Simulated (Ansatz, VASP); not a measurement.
One calculation of CdSe, two programs

INCAR

```
PREC     = Accurate       # precision mode
ENCUT    = 500            # plane-wave cutoff, eV
EDIFF    = 1E-6           # SCF threshold, eV
ISMEAR   = -1             # smearing method
SIGMA    = 0.08           # smearing width, eV
LREAL    = F              # projectors in reciprocal space
LASPH    = T              # aspherical terms in the spheres
NELM     = 120            # most SCF steps
ALGO     = Normal         # electronic algorithm
ISIF     = 2              # what is computed and relaxed
LWAVE    = F              # write WAVECAR
LCHARG   = F              # write CHGCAR
GGA      = PE             # functional
NBANDS   = 16             # bands
GGA_COMPAT= F
```

Contents of KPOINTS:

```
Automatic mesh
0
Gamma
  14 14 14
```

POSCAR

```
CdSe
1.0
    0.0000000000      2.6069079926      2.6069079926
    2.6069079926      0.0000000000      2.6069079926
    2.6069079926      2.6069079926      0.0000000000
Cd Se
1 1
Direct
    0.0000000000      0.0000000000      0.0000000000
    0.5000000000      0.5000000000      0.5000000000
```

Input for Ansatz:

```yaml
crystal:
  lattice:
    - [0.0, 2.6069079926, 2.6069079926]
    - [2.6069079926, 0.0, 2.6069079926]
    - [2.6069079926, 2.6069079926, 0.0]
  atoms:
    - { symbol: Cd, position: [0.0, 0.0, 0.0] }
    - { symbol: Se, position: [0.5, 0.5, 0.5] }
kpoints:
  mp_grid: { grid: [14, 14, 14] }
  band_path:
    path:
      - [0.0, 0.0, 0.0]
      - [0.5, 0.0, 0.5]
      - [0.625, 0.25, 0.625]
      - [0.375, 0.375, 0.75]
      - [0.0, 0.0, 0.0]
      - [0.5, 0.5, 0.5]
      - [0.5, 0.25, 0.75]
      - [0.5, 0.0, 0.5]
    npoints: 8
scf:
  occupations: { method: fermi_dirac, width: 0.08 }
hamiltonian:
  xc: pbe
  pseudopotentials: { kind: all_electron, lapw: { basis_error: 0.001 } }
output:
  forces: true
  stress: true
  eigenvalues: true
  populations: true
  dos: { projected: true, de: 0.2, e_range: [-14, 8] }
```

Change from the starting cell: volume scaled by 0.75, LAPW.

Alike in both runs: task single point; functional PBE; k mesh 14 × 14 × 14; occupations fermi-dirac, width 0.08 eV; no spin polarisation.

```csv
,VASP,Ansatz
version,VASP 6.6.1,Ansatz 0.2.0
potentials or method,"VASP PAW PBE potentials, release 64 (Cd, Se), cutoff 500 eV","all-electron LAPW, scalar-relativistic"
```

|  | VASP | Ansatz | Ansatz less VASP |
| --- | --- | --- | --- |
| pressure (GPa) | 35.6 | 34.3 | -1.29 |

Both programs put the cell under a high pressure, so it lies far from rest at this level. Ansatz ran all-electron here, and VASP with PAW potentials.
